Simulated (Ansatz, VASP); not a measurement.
**One calculation of TiAl3, two programs**

```
Ti Al
1.0
     2.78139    0.00000    0.00000
     0.00000    4.67107    0.00000
     0.00000    0.00000    4.89340
Ti Al
1 3
Cartesian
  0.0000 2.3355 0.7984
  1.3907 2.3355 3.2494
  1.3907 0.0000 1.6300
  0.0283 0.0283 4.1089
```

Alike in both runs: task single point; functional PBEsol; k mesh 18 × 10 × 10; occupations gaussian, width 0.15 eV; no spin polarisation.

|  | VASP | Ansatz |
| --- | --- | --- |
| version | VASP 6.6.1 | Ansatz 0.2.0 |
| potentials or method | VASP PAW PBE potentials, release 64 (Ti_sv, Al), cutoff 500 eV | scalar-relativistic, plane waves, PAW |
| valence electrons in the cell | 21 | 21 |

|  | VASP | Ansatz | Ansatz less VASP |
| --- | --- | --- | --- |
| gap on the k mesh at the Fermi level (eV) | none | none | - |
| pressure (GPa) | 0.1 | 0.0 | -0.06 |
| traceless stress, the component that is largest in VASP (GPa) | -0.15 | -0.15 | 0.000 |
| rms of the force components (eV/Å) | 0.060 | 0.059 | -0.0003 |

VASP's potentials were made for PBE, not for PBEsol. Atom by atom the forces differ by 0.001 eV/Å (rms over components). A gap of «none» marks a metal or a gap that the smearing closes.
